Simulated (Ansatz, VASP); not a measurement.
**CaS: VASP beside Ansatz**

```
Ca S
1.0
     0.00000    2.71567    2.71567
     2.71567    0.00000    2.71567
     2.71567    2.71567    0.00000
Ca S
1 1
Cartesian
  0.0000 0.0000 0.0000
  2.7157 2.7157 2.7157
```

Alike in both runs: task single point; functional PBE; dispersion D4; k mesh 4 × 4 × 4; occupations gaussian, width 0.1 eV; no spin polarisation.

|  | VASP | Ansatz |
| --- | --- | --- |
| version | VASP 6.6.1 | Ansatz 0.2.0 |
| potentials or method | VASP PAW PBE potentials, release 64 (Ca_sv, S), cutoff 500 eV | scalar-relativistic, plane waves, PAW |
| valence electrons in the cell | 16 | 16 |

|  | VASP | Ansatz | Ansatz less VASP |
| --- | --- | --- | --- |
| gap on the k mesh at the Fermi level (eV) | 1.95 | 1.96 | +0.009 |
| least direct gap on the mesh (eV) | 2.85 | 2.86 | +0.009 |
| pressure (GPa) | 10.0 | 9.7 | -0.28 |

The k mesh is coarse, so the values compare programs but aren't converged.
